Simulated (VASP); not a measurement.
# Ni (Fm-3m) in VASP: further runs

The runs below take Ni through single point, with PBE.

Program: VASP 6.6.1. These are calculated values, not measurements. Logs are shortened: lines on timing, memory, paths and dates and some standing lists are left out, and cuts for length are marked.

## (1) The cell of the first run

The structure is cubic, space group Fm-3m (No. 225). Conventional cell: a = 3.530 Å, b = 3.530 Å, c = 3.530 Å, α = 90.00°, β = 90.00°, γ = 90.00°. Within 3.3 Å of Ni (site symmetry m-3m) lie 12 Ni at 2.50 Å.

## (2) Single point, PBE, collinear spin, zero start

INCAR reads:

```
PREC = Accurate
ENCUT = 520
EDIFF = 1E-6
ISMEAR = -1
SIGMA = 0.1
LREAL = False
LASPH = True
NELM = 150
ALGO = Normal
ISIF = 2
LWAVE = False
LCHARG = False
ISPIN = 2
MAGMOM = 0
LORBIT = 11
NUPDOWN = 0.0
LMAXMIX = 4
GGA = PE
NBANDS = 15
```

KPOINTS reads:

```
Automatic mesh
0
Gamma
  15 15 15
```

POSCAR reads:

```
Ni
1.0
    0.0000000000      1.7651000000      1.7651000000
    1.7651000000      0.0000000000      1.7651000000
    1.7651000000      1.7651000000      0.0000000000
Ni
1
Direct
    0.0000000000      0.0000000000      0.0000000000
```

Potentials or basis: VASP PAW PBE potentials, release 64 (Ni).

On the command line:

```console
$ cat potpaw_PBE.64/Ni/POTCAR > POTCAR
$ mpirun -np 1 vasp_std > vasp.out
```

OUTCAR:

```text
PREC = Accurate
   ENCUT = 520
   EDIFF = 1E-6
   ISMEAR = -1
   LREAL = False
   LASPH = True
   NELM = 150
   ISIF = 2
   ISPIN = 2
   LORBIT = 11
   NUPDOWN = 0.0
   GGA = PE

 ion  position               nearest neighbor table
   1  0.000  0.000  0.000-

  LATTYP: Found a face centered cubic cell.
 ALAT       =     3.5302000000

  Lattice vectors:

 A1 = (   0.0000000000,   1.7651000000,   1.7651000000)
 A2 = (   1.7651000000,   0.0000000000,   1.7651000000)
 A3 = (   1.7651000000,   1.7651000000,   0.0000000000)

Analysis of symmetry for initial positions (statically):
=====================================================================
 Subroutine PRICEL returns:
 Original cell was already a primitive cell.

 Routine SETGRP: Setting up the symmetry group for a
 face centered cubic supercell.

 Subroutine GETGRP returns: Found 48 space group operations
 (whereof 48 operations were pure point group operations)
 out of a pool of 48 trial point group operations.

The static configuration has the point symmetry O_h .

Analysis of symmetry for dynamics (positions and initial velocities):
=====================================================================
 Subroutine PRICEL returns:
 Original cell was already a primitive cell.

 Routine SETGRP: Setting up the symmetry group for a
 face centered cubic supercell.

 Subroutine GETGRP returns: Found 48 space group operations
 (whereof 48 operations were pure point group operations)
 out of a pool of 48 trial point group operations.

The dynamic configuration has the point symmetry O_h .

Analysis of structural, dynamic, and magnetic symmetry:
=====================================================================
 Subroutine PRICEL returns:
 Original cell was already a primitive cell.

 Routine SETGRP: Setting up the symmetry group for a
 face centered cubic supercell.

 Subroutine GETGRP returns: Found 48 space group operations
 (whereof 48 operations were pure point group operations)
 out of a pool of 48 trial point group operations.

The overall configuration has the point symmetry O_h .

 Subroutine INISYM returns: Found 48 space group operations
 (whereof 48 operations are pure point group operations),
 and found     1 'primitive' translations

----------------------------------------------------------------------------------------

                                     Primitive cell

  volume of cell :      10.9986

  direct lattice vectors                    reciprocal lattice vectors
     0.000000000  1.765100000  1.765100000    -0.283270070  0.283270070  0.283270070
     1.765100000  0.000000000  1.765100000     0.283270070 -0.283270070  0.283270070
     1.765100000  1.765100000  0.000000000     0.283270070  0.283270070 -0.283270070

  length of vectors
     2.496228359  2.496228359  2.496228359     0.490638153  0.490638153  0.490638153

  position of ions in fractional coordinates (direct lattice)
     0.000000000  0.000000000  0.000000000

  ion indices of the primitive-cell ions
   primitive index   ion index
                 1           1

----------------------------------------------------------------------------------------

 KPOINTS: Automatic mesh

Automatic generation of k-mesh.
 Grid dimensions read from file:
 generate k-points for:   15   15   15

 Generating k-lattice:

  Cartesian coordinates                     Fractional coordinates (reciprocal lattice)
    -0.018884671  0.018884671  0.018884671     0.066666667  0.000000000  0.000000000
     0.018884671 -0.018884671  0.018884671     0.000000000  0.066666667  0.000000000
     0.018884671  0.018884671 -0.018884671     0.000000000  0.000000000  0.066666667

  Length of vectors
     0.032709210  0.032709210  0.032709210

  Shift w.r.t. Gamma in fractional coordinates (k-lattice)
     0.000000000  0.000000000  0.000000000

 Subroutine IBZKPT returns following result:
 ===========================================

 Found    120 irreducible k-points:

 Following reciprocal coordinates:
            Coordinates               Weight
  0.000000  0.000000  0.000000      1.000000
  0.066667  0.000000  0.000000      8.000000
  0.133333  0.000000  0.000000      8.000000
  0.200000  0.000000  0.000000      8.000000
  0.266667  0.000000  0.000000      8.000000
  0.333333  0.000000  0.000000      8.000000
[... 16 lines left out ...]
  0.133333  0.133333  0.000000      6.000000
  0.200000  0.133333  0.000000     24.000000
 [... further k-points ...]
   k-points           NKPTS =    120   k-points in BZ     NKDIM =    120   number of bands    NBANDS=     15
   number of dos      NEDOS =    301   number of ions     NIONS =      1
   total plane-waves  NPLWV =   8000
   dimension x,y,z NGX =    20 NGY =   20 NGZ =   20
   dimension x,y,z NGXF=    40 NGYF=   40 NGZF=   40
   ions per type =               1
   NGX,Y,Z   is equivalent  to a cutoff of  13.32, 13.32, 13.32 a.u.
   NGXF,Y,Z  is equivalent  to a cutoff of  26.64, 26.64, 26.64 a.u.
 SYSTEM =  unknown system
   PREC   = accura    normal or accurate (medium, high low for compatibility)
   ISTART =      0    job   : 0-new  1-cont  2-samecut
   ICHARG =      2    charge: 1-file 2-atom 10-const
   ISPIN  =      2    spin polarized calculation?
   LNONCOLLINEAR =      F non collinear calculations
   LSORBIT =      F    spin-orbit coupling
   LASPH  =      T    aspherical Exc in radial PAW
   ENCUT  =  520.0 eV  38.22 Ry    6.18 a.u.   4.64  4.64  4.64*2*pi/ulx,y,z
   NELM   =    150;   NELMIN=  2; NELMDL= -5     # of ELM steps
   EDIFF  = 0.1E-05   stopping-criterion for ELM
   LREAL  =      F    real-space projection
   EDIFFG = 0.1E-04   stopping-criterion for IOM
   NSW    =      0    number of steps for IOM
   IBRION =     -1    ionic relax: 0-MD 1-quasi-New 2-CG
   NFREE  =      0    steps in history (QN), initial steepest desc. (CG)
   ISIF   =      2    stress and relaxation
   ISYM   =      2    0-nonsym 1-usesym 2-fastsym
   POTIM  = 0.5000    time-step for ionic-motion
   TEBEG  =    0.0;   TEEND  =   0.0 temperature during run
   PSTRESS=    0.0 pullay stress
   NELECT =      10.0000    total number of electrons
   NUPDOWN=       0.0000    fix difference up-down
   EMIN   =  10.00;   EMAX   =-10.00  energy-range for DOS
   EFERMI =   0.00;   METHOD = LEGACY
   ISMEAR =    -1;   SIGMA  =   0.10  broadening in eV -4-tet -1-fermi 0-gaus
   EFERMI_NEDOS =   21; number of points for ismear=-14 and -15
   IALGO  =     38    algorithm
   IMIX   =      4    mixing-type and parameters
     AMIX     =   0.40;   BMIX     =  1.00
     AMIX_MAG =   1.60;   BMIX_MAG =  1.00
  volume/ion in A,a.u.               =      11.00        74.22
  Fermi-wavevector in a.u.,A,eV,Ry     =   1.585972  2.997053 34.222832  2.515307
  Thomas-Fermi vector in A             =   2.685355
   LORBIT       =     11    0 simple, 1 ext, 2 COOP (PROOUT), +10 PAW based schemes
   GGA     = PE    functional components
   LHFCALC =     F    Hartree Fock is set to
   AEXX    =    0.0000 exact exchange contribution
   IVDW    =     0    specifies the selected vdW correction
   LEPSILON=     F    determine dielectric tensor
   LRPA    =     F    only Hartree local field effects (RPA)
 spin polarized calculation
  energy-cutoff  :      520.00
  volume of cell :       11.00
 maximum number of plane-waves:       307
   NGX =  9   NGY =  9   NGZ =  9

 number of electron      10.0000010 magnetization       0.0000000

 number of electron      10.0000010 magnetization      -0.0000000

 Free energy of the ion-electron system (eV)
  ---------------------------------------------------
  ext. energy  EPLUGINS =         0.00000000
  ---------------------------------------------------
  free energy    TOTEN  =        -5.46481746 eV

  energy without entropy =       -5.37805423  energy(sigma->0) =       -5.42143585

 E-fermi :   9.0628     XC(G=0): -13.1900

 val. band max:        9.0601706027   @ k =   0.4667   0.2000   0.0000
 cond. band min:       9.0651118907   @ k =  -0.3333   0.4000   0.2000
 fundamental gap:      0.0049412881
 Fermi energy:         9.0627658563

 spin component 1

 k-point     1 :       0.0000    0.0000    0.0000
  band No.  band energies     occupation
      1       0.2709      1.00000
      2       7.2176      1.00000
      3       7.2176      1.00000
      4       7.2176      1.00000
      5       8.2940      0.99954
      6       8.2940      0.99954
      7      32.7727      0.00000
      8      36.6218      0.00000
      9      36.6218      0.00000
     10      36.6218      0.00000
     11      39.5906      0.00000
     12      39.5906      0.00000
     13      39.5906      0.00000
     14      42.4532      0.00000
     15      48.7987      0.00000

 k-point     2 :       0.0667    0.0000    0.0000
  band No.  band energies     occupation
      1       0.4435      1.00000
      2       7.1709      1.00000
      3       7.2563      1.00000
      4       7.2563      1.00000
      5       8.2776      0.99961
      6       8.2776      0.99961
      7      32.1817      0.00000
      8      34.7246      0.00000
      9      36.2301      0.00000
     10      36.2301      0.00000
     11      40.1770      0.00000
     12      40.1770      0.00000
     13      40.6573      0.00000
     14      43.9268      0.00000
     15      47.2235      0.00000
[... 365 lines left out ...]
      3       7.4726      1.00000
      4       7.4726      1.00000
      5       8.0100      0.99997
      6       8.4084      0.99856
      7      31.4027      0.00000
      8      32.4717      0.00000
      9      32.4717      0.00000
     10      33.6603      0.00000
     11      40.1932      0.00000
     12      42.9413      0.00000
     13      43.6551      0.00000
     14      43.6551      0.00000
     15      47.2664      0.00000

 k-point    24 :       0.2000    0.1333    0.0000
  band No.  band energies     occupation
      1       1.7638      1.00000
      2       6.7386      1.00000
      3       7.5597      1.00000
      4       7.5963      1.00000
      5       7.9535      0.99998
      6       8.4717      0.99730
      7      28.8182      0.00000
      8      31.3653      0.00000
      9      31.7957      0.00000
     10      34.0616      0.00000
     11      38.4596      0.00000
     12      42.9172      0.00000
     13      44.6194      0.00000
     14      45.2195      0.00000
     15      50.0777      0.00000

 [... further k-points ...]

 spin component 2

 k-point     1 :       0.0000    0.0000    0.0000
  band No.  band energies     occupation
      1       0.2709      1.00000
      2       7.2176      1.00000
      3       7.2176      1.00000
      4       7.2176      1.00000
      5       8.2940      0.99954
      6       8.2940      0.99954
      7      32.7726      0.00000
      8      36.6218      0.00000
      9      36.6218      0.00000
     10      36.6218      0.00000
     11      39.5906      0.00000
     12      39.5906      0.00000
     13      39.5906      0.00000
     14      42.4533      0.00000
     15      48.7987      0.00000

 k-point     2 :       0.0667    0.0000    0.0000
  band No.  band energies     occupation
      1       0.4435      1.00000
      2       7.1709      1.00000
      3       7.2563      1.00000
      4       7.2563      1.00000
      5       8.2776      0.99961
      6       8.2776      0.99961
      7      32.1817      0.00000
      8      34.7246      0.00000
      9      36.2301      0.00000
     10      36.2301      0.00000
     11      40.1770      0.00000
     12      40.1770      0.00000
     13      40.6573      0.00000
     14      43.9268      0.00000
     15      47.2235      0.00000
[... 365 lines left out ...]
      3       7.4726      1.00000
      4       7.4726      1.00000
      5       8.0100      0.99997
      6       8.4084      0.99856
      7      31.4026      0.00000
      8      32.4717      0.00000
      9      32.4717      0.00000
     10      33.6603      0.00000
     11      40.1932      0.00000
     12      42.9413      0.00000
     13      43.6551      0.00000
     14      43.6551      0.00000
     15      47.2664      0.00000

 k-point    24 :       0.2000    0.1333    0.0000
  band No.  band energies     occupation
      1       1.7638      1.00000
      2       6.7386      1.00000
      3       7.5597      1.00000
      4       7.5963      1.00000
      5       7.9535      0.99998
      6       8.4717      0.99730
      7      28.8182      0.00000
      8      31.3653      0.00000
      9      31.7957      0.00000
     10      34.0616      0.00000
     11      38.4596      0.00000
     12      42.9172      0.00000
     13      44.6194      0.00000
     14      45.2194      0.00000
     15      50.0550      0.00000

 [... further k-points ...]

------------------------ aborting loop because EDIFF is reached ----------------------------------------

  FORCE on cell =-STRESS in cart. coord.  units (eV):
  Direction    XX          YY          ZZ          XY          YZ          ZX
  --------------------------------------------------------------------------------------
  -------------------------------------------------------------------------------------
  Total       -0.1749898     -0.1749898     -0.1749898     -0.0000000     -0.0000000     -0.0000000
  in kB      -25.4909111    -25.4909111    -25.4909111     -0.0000000     -0.0000000     -0.0000000
  external PRESSURE =     -25.4909111 kB  Pullay stress =       0.0000000 kB

 VOLUME and BASIS-vectors are now :
 -----------------------------------------------------------------------------
  energy-cutoff  :      520.00
  volume of cell :       11.00
      direct lattice vectors                 reciprocal lattice vectors
     0.000000000  1.765100000  1.765100000    -0.283270070  0.283270070  0.283270070
     1.765100000  0.000000000  1.765100000     0.283270070 -0.283270070  0.283270070
     1.765100000  1.765100000  0.000000000     0.283270070  0.283270070 -0.283270070

 POSITION                                       TOTAL-FORCE (eV/Angst)
 -----------------------------------------------------------------------------------
      0.00000      0.00000      0.00000         0.000000     -0.000000      0.000000
 -----------------------------------------------------------------------------------
    total drift:                                0.000000      0.000000      0.000000

  FREE ENERGIE OF THE ION-ELECTRON SYSTEM (eV)
  ---------------------------------------------------
  free  energy   TOTEN  =        -5.4648174598 eV

  energy  without entropy=       -5.3780542309  energy(sigma->0) =       -5.42143585

 total charge

# of ion       s       p       d       tot
------------------------------------------
    1        0.489   0.484   8.320   9.293

 magnetization (x)

# of ion       s       p       d       tot
------------------------------------------
    1       -0.000  -0.000  -0.000  -0.000
```

It took 40 s on 1 thread of Intel Xeon Platinum 8259CL at 2.50GHz (Skylake/Cascade Lake), shared host; peak memory 0.15 GiB.

What came out:

* Free energy: -5.4648 eV
* Pressure: -2.5 GPa
* Net moment: 0.00 μB per cell
* Valence electrons inside the program's atomic spheres: Ni 9.29

Caveat: the total moment is fixed, so each spin has its own Fermi level.

## (3) Single point, PBE, collinear spin, ferromagnetic start

INCAR reads:

```
  PREC = Accurate
  ENCUT = 520
  EDIFF = 1E-6
  ISMEAR = -1
  SIGMA = 0.1
  LREAL = False
  LASPH = True
  NELM = 150
  ALGO = Normal
  ISIF = 2
  LWAVE = False
  LCHARG = False
  ISPIN = 2
  MAGMOM = 2
  LORBIT = 11
  LMAXMIX = 4
  GGA = PE
  NBANDS = 15
```

KPOINTS reads:

```
regular mesh
0
Gamma
  15 15 15
```

POSCAR is that of step 2.

Potentials or basis: VASP PAW PBE potentials, release 64 (Ni).

On the command line:

```console
$ cat potpaw_PBE.64/Ni/POTCAR > POTCAR
$ mpirun -np 1 vasp_std > vasp.out
```

OUTCAR:

```text
PREC = Accurate
   ENCUT = 520
   EDIFF = 1E-6
   ISMEAR = -1
   LREAL = False
   LASPH = True
   NELM = 150
   ISIF = 2
   ISPIN = 2
   LORBIT = 11
   GGA = PE

 ion  position               nearest neighbor table
   1  0.000  0.000  0.000-

  LATTYP: Found a face centered cubic cell.
 ALAT       =     3.5302000000

  Lattice vectors:

 A1 = (   0.0000000000,   1.7651000000,   1.7651000000)
 A2 = (   1.7651000000,   0.0000000000,   1.7651000000)
 A3 = (   1.7651000000,   1.7651000000,   0.0000000000)

Analysis of symmetry for initial positions (statically):
=====================================================================
 Subroutine PRICEL returns:
 Original cell was already a primitive cell.

 Routine SETGRP: Setting up the symmetry group for a
 face centered cubic supercell.

 Subroutine GETGRP returns: Found 48 space group operations
 (whereof 48 operations were pure point group operations)
 out of a pool of 48 trial point group operations.

The static configuration has the point symmetry O_h .

[... 627 lines left out ...]
     10      36.6158      0.00000
     11      39.6351      0.00000
     12      39.6351      0.00000
     13      39.6351      0.00000
     14      42.3964      0.00000
[... 403 lines left out ...]
      4       7.9490      1.00000
      5       8.2376      0.99994
      6       8.7568      0.98957
      7      28.8495      0.00000
      8      31.4041      0.00000
      9      31.7790      0.00000
     10      34.0486      0.00000
     11      38.5579      0.00000
     12      42.9075      0.00000
     13      44.5903      0.00000
     14      45.1967      0.00000
     15      50.0484      0.00000

 [... further k-points ...]

------------------------ aborting loop because EDIFF is reached ----------------------------------------

  FORCE on cell =-STRESS in cart. coord.  units (eV):
  Direction    XX          YY          ZZ          XY          YZ          ZX
  --------------------------------------------------------------------------------------
  -------------------------------------------------------------------------------------
  Total       -0.0966280     -0.0966280     -0.0966280      0.0000000      0.0000000      0.0000000
  in kB      -14.0758773    -14.0758773    -14.0758773      0.0000000      0.0000000      0.0000000
  external PRESSURE =     -14.0758773 kB  Pullay stress =       0.0000000 kB

 VOLUME and BASIS-vectors are now :
 -----------------------------------------------------------------------------
  energy-cutoff  :      520.00
  volume of cell :       11.00
      direct lattice vectors                 reciprocal lattice vectors
     0.000000000  1.765100000  1.765100000    -0.283270070  0.283270070  0.283270070
     1.765100000  0.000000000  1.765100000     0.283270070 -0.283270070  0.283270070
     1.765100000  1.765100000  0.000000000     0.283270070  0.283270070 -0.283270070

 POSITION                                       TOTAL-FORCE (eV/Angst)
 -----------------------------------------------------------------------------------
      0.00000      0.00000      0.00000        -0.000000     -0.000000      0.000000
 -----------------------------------------------------------------------------------
    total drift:                                0.000000      0.000000      0.000000

  FREE ENERGIE OF THE ION-ELECTRON SYSTEM (eV)
  ---------------------------------------------------
  free  energy   TOTEN  =        -5.4984574414 eV

  energy  without entropy=       -5.4450385382  energy(sigma->0) =       -5.47174799

 total charge

# of ion       s       p       d       tot
------------------------------------------
    1        0.493   0.488   8.309   9.291

 magnetization (x)

# of ion       s       p       d       tot
------------------------------------------
    1       -0.006  -0.024   0.672   0.642
```

stdout:

```text
POSCAR found type information on POSCAR Ni
 POSCAR found :  1 types and       1 ions
 scaLAPACK will be used
 LDA part: xc-table for (Slater+PW92), standard interpolation
 POSCAR, INCAR and KPOINTS ok, starting setup
 FFT: planning ... GRIDC
 FFT: planning ... GRID_SOFT
 FFT: planning ... GRID
 WAVECAR not read
 entering main loop
```

Run time: 42 s. Hardware: 1 thread of Intel Xeon Platinum 8259CL at 2.50GHz (Skylake/Cascade Lake), shared host; peak memory 0.15 GiB.

Results:

```yaml
Free_energy: -5.4985 eV
Pressure: -1.4 GPa
Net_moment: 0.63 μB per cell
Site_moments: Ni +0.64 μB
Valence_electrons_inside_the_program's_atomic_spheres: Ni 9.29
```

Levels at points of the mesh, in eV from the Fermi level:
Spin up:
| k point | band 2 | band 3 | band 4 | band 5 | band 6 | band 7 | band 8 | band 9 |
| --- | --- | --- | --- | --- | --- | --- | --- | --- |
| (0.00, 0.00, 0.00) | -2.39 | -2.39 | -2.39 | -1.25 | -1.25 | 23.64 | 27.41 | 27.41 |
Spin down:
```
           k point  band 1  band 2  band 3  band 4  band 5  band 6  band 7  band 8  band 9  band 10
(0.00, 0.00, 0.00)   -8.96   -1.64   -1.64   -1.64   -0.64   -0.64   23.48   27.40   27.40    27.40
```
